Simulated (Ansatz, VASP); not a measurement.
Na: VASP beside Ansatz

INCAR

```
SYSTEM = Na
ALGO = Fast
EDIFF = 1E-6
ENCUT = 520
GGA = PE
ISIF = 2
ISMEAR = 0
LASPH = .True.
LCHARG = .False.
LREAL = .False.
LWAVE = .False.
NBANDS = 14
NELM = 100
PREC = Accurate
SIGMA = 0.15
```

File KPOINTS:

```
k-points
0
Gamma
  15 15 8
  0 0 0
```

File POSCAR:

```
Na
1.0
    3.8947955076      0.0000000000      0.0000000000
   -1.9473977538      3.3729918521      0.0000000000
    0.0000000000      0.0000000000      6.1030356778
Na
2
Direct
    0.2710368663      0.6666666667      0.2500000000
    0.7289631337      0.3333333333      0.7500000000
```

Input for Ansatz:

```yaml
crystal:
  lattice:
    - [3.8947955076, 0.0, 0.0]
    - [-1.9473977538, 3.3729918521, 0.0]
    - [0.0, 0.0, 6.1030356778]
  atoms:
    - { symbol: Na, position: [0.2710368663, 0.6666666667, 0.25] }
    - { symbol: Na, position: [0.7289631337, 0.3333333333, 0.75] }
basis:
  ecutwfc: 520.0
kpoints:
  mp_grid: { grid: [15, 15, 8] }
hamiltonian:
  xc: pbe
scf:
  occupations: { method: gaussian, width: 0.15 }
output:
  forces: true
  stress: true
  eigenvalues: true
```

Change from the starting cell: mode 4 frozen in at -0.233 Å, equal normal strain along x and y +0.0400.

Alike in both runs: task single point; functional PBE; k mesh 15 × 15 × 8; occupations gaussian, width 0.15 eV; no spin polarisation.

```csv
,VASP,Ansatz
version,VASP 6.6.1,Ansatz 0.2.0
potentials or method,"VASP PAW PBE potentials, release 64 (Na_pv), cutoff 520 eV","scalar-relativistic, plane waves, PAW"
valence electrons in the cell,14,18
```

```tsv
	VASP	Ansatz	Ansatz less VASP
gap on the k mesh at the Fermi level (eV)	none	none	-
pressure (GPa)	-0.5	-0.5	0.00
traceless stress, the component that is largest in VASP (GPa)	0.33	0.33	-0.002
rms of the force components (eV/Å)	0.038	0.038	-0.0001
```

Atom by atom the forces differ by 0.000 eV/Å (rms over components). A gap of «none» marks a metal or a gap that the smearing closes. VASP's potentials hold 14 valence electrons a cell and Ansatz's 18, so a difference there can come from the potentials and not from the codes.
